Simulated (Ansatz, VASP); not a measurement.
# Te in VASP and in Ansatz

The input POSCAR:

```
Te
1.0
    4.6324895870      0.0000000000      0.0000000000
   -2.3162447935      4.0118536651      0.0000000000
    0.0000000000      0.0000000000      5.8869033494
Te
3
Direct
    0.2535874851      0.0000000000      0.3333333333
    1.0000000000      0.2535874851      0.6666666667
    0.7464125149      0.7464125149      0.0000000000
```

Contents of INCAR.step1:

```
ALGO = Normal
EDIFF = 1E-5
ENCUT = 550
GGA = PE
GGA_COMPAT = False
ISMEAR = -1
LASPH = True
LCHARG = False
LREAL = False
LWAVE = True
NBANDS = 16
NELM = 120
PREC = Accurate
SIGMA = 0.01
```

Contents of INCAR.step2:

```
ALGO = Normal
EDIFF = 1E-6
ENCUT = 550
GGA_COMPAT = False
ISIF = 2
ISMEAR = -1
ISTART = 1
LASPH = True
LCHARG = False
LMIXTAU = True
LREAL = False
LWAVE = False
METAGGA = R2SCAN
NBANDS = 16
NELM = 120
PREC = Accurate
SIGMA = 0.01
```

File KPOINTS:

```
k-points
0
Gamma
  8 8 6
```

Input for Ansatz:

```yaml
crystal:
  lattice:
    - [4.632489587, 0.0, 0.0]
    - [-2.3162447935, 4.0118536651, 0.0]
    - [0.0, 0.0, 5.8869033494]
  atoms:
    - { symbol: Te, position: [0.2535874851, 0.0, 0.3333333333] }
    - { symbol: Te, position: [1.0, 0.2535874851, 0.6666666667] }
    - { symbol: Te, position: [0.7464125149, 0.7464125149, 0.0] }
hamiltonian:
  xc: r2scan
  pseudopotentials:
    kind: paw
    azcp:
      Te: "pseudopotentials/Te.paw.azcp"
basis:
  ecutwfc: 500
  fft_grid_basis: typed
kpoints:
  mp_grid: { grid: [8, 8, 6], shift: [0, 0, 0] }
magnetization:
  spin_polarized: false
scf:
  occupations: { method: fermi_dirac, width: 0.01 }
  lower_state_search: "off"
output:
  stress: true
  write_density: true
  write_potential: true
  elf: true
  volumetric_format: npy
```

Alike in both runs: task single point; functional r2SCAN; k mesh 8 × 8 × 6; occupations fermi-dirac, width 0.01 eV; no spin polarisation.

```csv
,VASP,Ansatz
version,VASP 6.6.1,Ansatz 0.2.0
potentials or method,"VASP PAW PBE potentials, release 64 (Te), cutoff 550 eV","plane waves (500 eV) with PAW, scalar-relativistic"
valence electrons in the cell,18,48
```

|  | VASP | Ansatz | Ansatz less VASP |
| --- | --- | --- | --- |
| gap on the k mesh at the Fermi level (eV) | 0.78 | 0.79 | +0.014 |
| pressure (GPa) | 0.0 | 0.0 | -0.04 |
| traceless stress, the component that is largest in VASP (GPa) | 0.10 | 0.07 | -0.031 |

VASP's potentials were made for PBE, not for r2SCAN. The functional is the same, so the differences come from potentials, cutoffs and numerics. VASP's potentials hold 18 valence electrons a cell and Ansatz's 48, so a difference there can come from the potentials and not from the codes.

Spin-orbit coupling is off throughout.
